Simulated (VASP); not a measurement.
Here is a VASP 6.6.1 calculation.

Contents of INCAR:

```
SYSTEM = BN
  ALGO = Normal
  EDIFF = 1E-7
  ENCUT = 520
  GGA = PE
  ISIF = 2
  ISMEAR = -1
  LASPH = .True.
  LCHARG = .False.
  LREAL = .False.
  LWAVE = .False.
  NBANDS = 16
  NELM = 60
  PREC = Accurate
  SIGMA = 0.02
```

KPOINTS

```
k-points
0
Gamma
  12 12 6
  0 0 0
```

File POSCAR:

```
BN
1.0
    2.5693894996      0.0000000000      0.0000000000
   -1.2846947498      2.2251565788      0.0000000000
    0.0000000000      0.0000000000      4.2498934949
B N
2 2
Direct
    0.3333333333      0.6666666667      0.0000783236
    0.6666666667      0.3333333333      0.5000783236
    0.3333333333      0.6666666667      0.3749216764
    0.6666666667      0.3333333333      0.8749216764
```

Potentials or basis: VASP PAW PBE potentials, release 64 (B, N).

The run is started by

```console
$ cat potpaw_PBE.64/B/POTCAR potpaw_PBE.64/N/POTCAR > POTCAR
$ mpirun -np 1 vasp_std > vasp.out
```

**Question.** Predict the band gap on the k mesh.

**Answer.** 5.25 eV (least direct gap 8.16 eV).

**Question.** Estimate the largest force.

**Answer.** 0.009 eV/Å.

Stress tensor (GPa, compression positive):
```
-6.04  0.00  0.00
 0.00 -6.04  0.00
 0.00  0.00 -6.32
```

Caveat: the cell differs from its parent crystal (strain +1.0%); the cell stands under tension. A k mesh can miss the band edges.
